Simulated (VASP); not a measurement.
# SrO (Fm-3m) in VASP: further runs

The runs below take SrO through single point, with HSE06.

All numbers are computed with VASP 6.6.1; they aren't measurements. Logs are shortened: lines on timing, memory, paths and dates and some standing lists are left out, and cuts for length are marked.

## (1) The cell of the first run

Symmetry: Fm-3m, No. 225, cubic system. Conventional cell: a = 5.366 Å, b = 5.366 Å, c = 5.366 Å, α = 90.00°, β = 90.00°, γ = 90.00°. Sr (site symmetry m-3m) has 6 O at 2.68 Å within 3.5 Å. Within 3.5 Å of O (site symmetry m-3m) lie 6 Sr at 2.68 Å.

## (2) Single point, HSE06 (strain +4.0%)

The input, POSCAR:

```
SrO
1.0
    0.0000000000      2.6830880189      2.6830880189
    2.6830880189      0.0000000000      2.6830880189
    2.6830880189      2.6830880189      0.0000000000
Sr O
1 1
Direct
    0.0000000000      0.0000000000      0.0000000000
    0.5000000000      0.5000000000      0.5000000000
```

The input, INCAR.step1:

```
SYSTEM = SrO
  PREC = Accurate
  ENCUT = 520
  EDIFF = 1E-5
  ISMEAR = 0
  SIGMA = 0.01
  LREAL = .False.
  LASPH = .True.
  NELM = 100
  ALGO = Normal
  ISIF = 2
  LWAVE = .True.
  GGA = PE
  NBANDS = 15
```

The input, INCAR.step2:

```
SYSTEM = SrO
  PREC = Accurate
  ENCUT = 520
  EDIFF = 1E-6
  ISMEAR = 0
  SIGMA = 0.01
  LREAL = .False.
  LASPH = .True.
  NELM = 100
  ALGO = Normal
  ISIF = 2
  LWAVE = .False.
  LCHARG = .True.
  GGA = PE
  LHFCALC = .True.
  HFSCREEN = 0.2079
  PRECFOCK = Normal
  LELF = .True.
  LVHAR = .True.
  ISTART = 1
  NBANDS = 15
```

The input, KPOINTS:

```
Automatic mesh
0
Gamma
  6 6 6
  0 0 0
```

Potentials or basis: VASP PAW PBE potentials, release 64 (Sr_sv, O).

The run is started by

```bash
cat potpaw_PBE.64/Sr_sv/POTCAR potpaw_PBE.64/O/POTCAR > POTCAR
cp INCAR.step1 INCAR
mpirun -np 1 vasp_std > vasp.out
cp INCAR.step2 INCAR
mpirun -np 1 vasp_std > vasp.out
```

OUTCAR:

```text
SYSTEM = SrO
   PREC = Accurate
   ENCUT = 520
   EDIFF = 1E-6
   ISMEAR = 0
   LREAL = .False.
   LASPH = .True.
   NELM = 100
   ISIF = 2
   GGA = PE
   LHFCALC = .True.
   HFSCREEN = 0.2079
   PRECFOCK = Normal
   ISTART = 1

 ion  position               nearest neighbor table
   1  0.000  0.000  0.000-   2 2.68   2 2.68   2 2.68   2 2.68   2 2.68   2 2.68
   2  0.500  0.500  0.500-   1 2.68   1 2.68   1 2.68   1 2.68   1 2.68   1 2.68

  LATTYP: Found a face centered cubic cell.
 ALAT       =     5.3661760378

  Lattice vectors:

 A1 = (   0.0000000000,   2.6830880189,   2.6830880189)
 A2 = (   2.6830880189,   0.0000000000,   2.6830880189)
 A3 = (   2.6830880189,   2.6830880189,   0.0000000000)

Analysis of symmetry for initial positions (statically):
=====================================================================
 Subroutine PRICEL returns:
 Original cell was already a primitive cell.

 Routine SETGRP: Setting up the symmetry group for a
 face centered cubic supercell.

 Subroutine GETGRP returns: Found 48 space group operations
 (whereof 48 operations were pure point group operations)
 out of a pool of 48 trial point group operations.

The static configuration has the point symmetry O_h .

Analysis of symmetry for dynamics (positions and initial velocities):
=====================================================================
 Subroutine PRICEL returns:
 Original cell was already a primitive cell.

 Routine SETGRP: Setting up the symmetry group for a
 face centered cubic supercell.

 Subroutine GETGRP returns: Found 48 space group operations
 (whereof 48 operations were pure point group operations)
 out of a pool of 48 trial point group operations.

The dynamic configuration has the point symmetry O_h .

 Subroutine INISYM returns: Found 48 space group operations
 (whereof 48 operations are pure point group operations),
 and found     1 'primitive' translations

----------------------------------------------------------------------------------------

                                     Primitive cell

  volume of cell :      38.6309

  direct lattice vectors                    reciprocal lattice vectors
     0.000000000  2.683088019  2.683088019    -0.186352440  0.186352440  0.186352440
     2.683088019  0.000000000  2.683088019     0.186352440 -0.186352440  0.186352440
     2.683088019  2.683088019  0.000000000     0.186352440  0.186352440 -0.186352440

  length of vectors
     3.794459465  3.794459465  3.794459465     0.322771895  0.322771895  0.322771895

  position of ions in fractional coordinates (direct lattice)
     0.000000000  0.000000000  0.000000000
     0.500000000  0.500000000  0.500000000

  ion indices of the primitive-cell ions
   primitive index   ion index
                 1           1
                 2           2

----------------------------------------------------------------------------------------

 KPOINTS: Automatic mesh

Automatic generation of k-mesh.
 Grid dimensions read from file:
 generate k-points for:    6    6    6

 Generating k-lattice:

  Cartesian coordinates                     Fractional coordinates (reciprocal lattice)
    -0.031058740  0.031058740  0.031058740     0.166666667  0.000000000  0.000000000
     0.031058740 -0.031058740  0.031058740     0.000000000  0.166666667  0.000000000
     0.031058740  0.031058740 -0.031058740     0.000000000  0.000000000  0.166666667

  Length of vectors
     0.053795316  0.053795316  0.053795316

  Shift w.r.t. Gamma in fractional coordinates (k-lattice)
     0.000000000  0.000000000  0.000000000

 Subroutine IBZKPT returns following result:
 ===========================================

 Found     16 irreducible k-points:

 Following reciprocal coordinates:
            Coordinates               Weight
  0.000000  0.000000  0.000000      1.000000
  0.166667  0.000000  0.000000      8.000000
  0.333333  0.000000  0.000000      8.000000
  0.500000  0.000000  0.000000      4.000000
  0.166667  0.166667  0.000000      6.000000
  0.333333  0.166667  0.000000     24.000000
[... 8 lines left out ...]
 -0.333333  0.333333  0.166667     24.000000
 -0.333333  0.500000  0.166667     12.000000
   k-points           NKPTS =     16   k-points in BZ     NKDIM =    216   number of bands    NBANDS=     15
   number of dos      NEDOS =    301   number of ions     NIONS =      2
   total plane-waves  NPLWV =  21952
   dimension x,y,z NGX =    28 NGY =   28 NGZ =   28
   dimension x,y,z NGXF=    56 NGYF=   56 NGZF=   56
   ions per type =               1   1
   NGX,Y,Z   is equivalent  to a cutoff of  12.27, 12.27, 12.27 a.u.
   NGXF,Y,Z  is equivalent  to a cutoff of  24.54, 24.54, 24.54 a.u.
 SYSTEM =  SrO
   PREC   = accura    normal or accurate (medium, high low for compatibility)
   ISTART =      1    job   : 0-new  1-cont  2-samecut
   ICHARG =      0    charge: 1-file 2-atom 10-const
   ISPIN  =      1    spin polarized calculation?
   LNONCOLLINEAR =      F non collinear calculations
   LSORBIT =      F    spin-orbit coupling
   LASPH  =      T    aspherical Exc in radial PAW
   ENCUT  =  520.0 eV  38.22 Ry    6.18 a.u.   7.06  7.06  7.06*2*pi/ulx,y,z
   NELM   =    100;   NELMIN=  2; NELMDL=  0     # of ELM steps
   EDIFF  = 0.1E-05   stopping-criterion for ELM
   LREAL  =      F    real-space projection
   EDIFFG = 0.1E-04   stopping-criterion for IOM
   NSW    =      0    number of steps for IOM
   IBRION =     -1    ionic relax: 0-MD 1-quasi-New 2-CG
   NFREE  =      0    steps in history (QN), initial steepest desc. (CG)
   ISIF   =      2    stress and relaxation
   ISYM   =      3    0-nonsym 1-usesym 2-fastsym
   POTIM  = 0.5000    time-step for ionic-motion
   TEBEG  =    0.0;   TEEND  =   0.0 temperature during run
   PSTRESS=    0.0 pullay stress
   NELECT =      16.0000    total number of electrons
   NUPDOWN=      -1.0000    fix difference up-down
   EMIN   =  10.00;   EMAX   =-10.00  energy-range for DOS
   EFERMI =   0.00;   METHOD = LEGACY
   ISMEAR =     0;   SIGMA  =   0.01  broadening in eV -4-tet -1-fermi 0-gaus
   EFERMI_NEDOS =   21; number of points for ismear=-14 and -15
   IALGO  =     38    algorithm
   IMIX   =      1    mixing-type and parameters
     AMIX     =   0.40;   BMIX     =  1.00
     AMIX_MAG =   1.60;   BMIX_MAG =  1.00
  volume/ion in A,a.u.               =      19.32       130.35
  Fermi-wavevector in a.u.,A,eV,Ry     =   1.220309  2.306050 20.261180  1.489155
  Thomas-Fermi vector in A             =   2.355531
   LORBIT       =      0    0 simple, 1 ext, 2 COOP (PROOUT), +10 PAW based schemes
   GGA     = PE    functional components
   LHFCALC =     T    Hartree Fock is set to
   PRECFOCK=normal    Normal, Fast or Accurate (Low or Medium for compatibility)
   ENCUT4O =  -1.0   cutoff for four orbital integrals eV
   NKREDX  =     1    reduce k-point grid by
   NKREDY  =     1    reduce k-point grid by
   NKREDZ  =     1    reduce k-point grid by
   AEXX    =    0.2500 exact exchange contribution
   HFSCREEN=    0.2079 screening length (either q_TF or 0.3 A-1)
   HFSCREENC=   0.2079 screening length for correlation (either q_TF or 0.3 A-1)
   ENCUTFOCK=  -1.0 apply spherical cutoff to Coloumb kernel
   IVDW    =     0    specifies the selected vdW correction
   LEPSILON=     F    determine dielectric tensor
   LRPA    =     F    only Hartree local field effects (RPA)
 non-spin polarized calculation
 Gauss-broadening in eV      SIGMA  =   0.01
  energy-cutoff  :      520.00
  volume of cell :       38.63
 maximum number of plane-waves:      1056
  NGX = 24; NGY = 24; NGZ = 24

 number of electron      16.0000002 magnetization

 Free energy of the ion-electron system (eV)
  ---------------------------------------------------
  ext. energy  EPLUGINS =         0.00000000
  ---------------------------------------------------
  free energy    TOTEN  =       -14.06548135 eV

  energy without entropy =      -14.06548135  energy(sigma->0) =      -14.06548135

 E-fermi :   0.1682     XC(G=0):  -7.8004

 val. band max:        0.0838487290   @ k =   0.0000   0.0000   0.0000
 cond. band min:       4.6193553049   @ k =   0.0000   0.0000   0.0000
 fundamental gap:      4.5355065760
 Fermi energy:         0.1681857300

 k-point     1 :       0.0000    0.0000    0.0000
  band No.  band energies     occupation
      1     -34.7702      2.00000
      2     -16.3229      2.00000
      3     -15.2285      2.00000
      4     -15.2285      2.00000
      5     -15.2285      2.00000
      6       0.0838      2.00000
      7       0.0838      2.00000
      8       0.0838      2.00000
      9       4.6194      0.00000
     10       7.5983      0.00000
     11       7.5983      0.00000
     12       7.5983      0.00000
     13       9.5800      0.00000
     14       9.5800      0.00000
     15      13.6464      0.00000

 k-point     2 :       0.1667    0.0000    0.0000
  band No.  band energies     occupation
      1     -34.7496      2.00000
      2     -16.7259      2.00000
      3     -15.2428      2.00000
      4     -15.2428      2.00000
      5     -14.8735      2.00000
      6      -0.5767      2.00000
      7      -0.1851      2.00000
      8      -0.1851      2.00000
      9       5.7109      0.00000
     10       7.3653      0.00000
     11       8.0866      0.00000
     12       8.0866      0.00000
     13      10.1861      0.00000
     14      10.1861      0.00000
     15      15.1666      0.00000
[... 221 lines left out ...]
      3     -15.5952      2.00000
      4     -15.4972      2.00000
      5     -14.6909      2.00000
      6      -1.1674      2.00000
      7      -0.6027      2.00000
      8      -0.5797      2.00000
      9       7.4450      0.00000
     10       7.5409      0.00000
     11       9.8415      0.00000
     12      11.1446      0.00000
     13      12.3599      0.00000
     14      13.3619      0.00000
     15      14.2467      0.00000

 k-point    16 :      -0.3333    0.5000    0.1667
  band No.  band energies     occupation
      1     -34.6622      2.00000
      2     -16.6881      2.00000
      3     -15.7959      2.00000
      4     -15.5897      2.00000
      5     -14.9232      2.00000
      6      -0.7373      2.00000
      7      -0.5568      2.00000
      8      -0.3397      2.00000
      9       6.0453      0.00000
     10       8.7026      0.00000
     11       9.3345      0.00000
     12      11.9528      0.00000
     13      12.0730      0.00000
     14      13.2983      0.00000
     15      14.0460      0.00000

------------------------ aborting loop because EDIFF is reached ----------------------------------------

  FORCE on cell =-STRESS in cart. coord.  units (eV):
  Direction    XX          YY          ZZ          XY          YZ          ZX
  --------------------------------------------------------------------------------------
  -------------------------------------------------------------------------------------
  Total       -1.9931205     -1.9931205     -1.9931205      0.0000000     -0.0000000      0.0000000
  in kB      -82.6626602    -82.6626602    -82.6626602      0.0000000     -0.0000000      0.0000000
  external PRESSURE =     -82.6626602 kB  Pullay stress =       0.0000000 kB

 VOLUME and BASIS-vectors are now :
 -----------------------------------------------------------------------------
  energy-cutoff  :      520.00
  volume of cell :       38.63
      direct lattice vectors                 reciprocal lattice vectors
     0.000000000  2.683088019  2.683088019    -0.186352440  0.186352440  0.186352440
     2.683088019  0.000000000  2.683088019     0.186352440 -0.186352440  0.186352440
     2.683088019  2.683088019  0.000000000     0.186352440  0.186352440 -0.186352440

 POSITION                                       TOTAL-FORCE (eV/Angst)
 -----------------------------------------------------------------------------------
      0.00000      0.00000      0.00000        -0.000000      0.000000     -0.000000
      2.68309      2.68309      2.68309         0.000000      0.000000      0.000000
 -----------------------------------------------------------------------------------
    total drift:                               -0.000000     -0.000000     -0.000000

  FREE ENERGIE OF THE ION-ELECTRON SYSTEM (eV)
  ---------------------------------------------------
  free  energy   TOTEN  =       -14.0654813545 eV

  energy  without entropy=      -14.0654813545  energy(sigma->0) =      -14.06548135
```

Wall time 34 min (1 thread of Intel Xeon Platinum 8488C (Sapphire Rapids), shared host); peak memory 0.28 GiB.

What came out:

```yaml
Free_energy: -14.0655 eV
Pressure: -8.3 GPa
Band_gap_on_the_k_mesh: 4.54 eV
```

Caveat: the cell differs from its parent crystal (strain +4.0%); the cell stands under tension; the PAW data sets were made with another functional, which shifts forces and pressure a little.

(Part 1 of 2 ends here.)
